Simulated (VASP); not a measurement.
Runs of VASP 6.6.1 on Rh. Symmetry: Fm-3m, No. 225, cubic system. Conventional cell: a = 3.830 Å, b = 3.830 Å, c = 3.830 Å, α = 90.00°, β = 90.00°, γ = 90.00°. Rh (site symmetry m-3m) has 12 Rh at 2.71 Å within 3.6 Å. 

| spin | fixed moment (μB) | pressure (GPa) | moment (μB) |
| --- | --- | --- | --- |
| collinear | 0.125 | 0.2 | 0.12 |
| collinear, ferromagnetic start | 1.0 | 7.1 | 1.00 |
| collinear, ferromagnetic start | 0.5 | (a) | 0.50 |
| collinear, ferromagnetic start | 0.375 | (b) | 0.38 |
| collinear, ferromagnetic start | 0.625 | 3.0 | 0.62 |

Alike in all rows: task single point; level PBE; potentials or basis VASP PAW PBE potentials, release 64 (Rh_pv); cell as given; k mesh 22 × 22 × 22; cutoff (eV) 520; smearing gaussian 0.15 eV.

Task: Estimate the missing entries.

Result: (a) 2.0; (b) 1.2.

Caveats: the total moment is fixed, so each spin has its own Fermi level and the state may be an excited one; the cell stands under pressure (at least some runs).
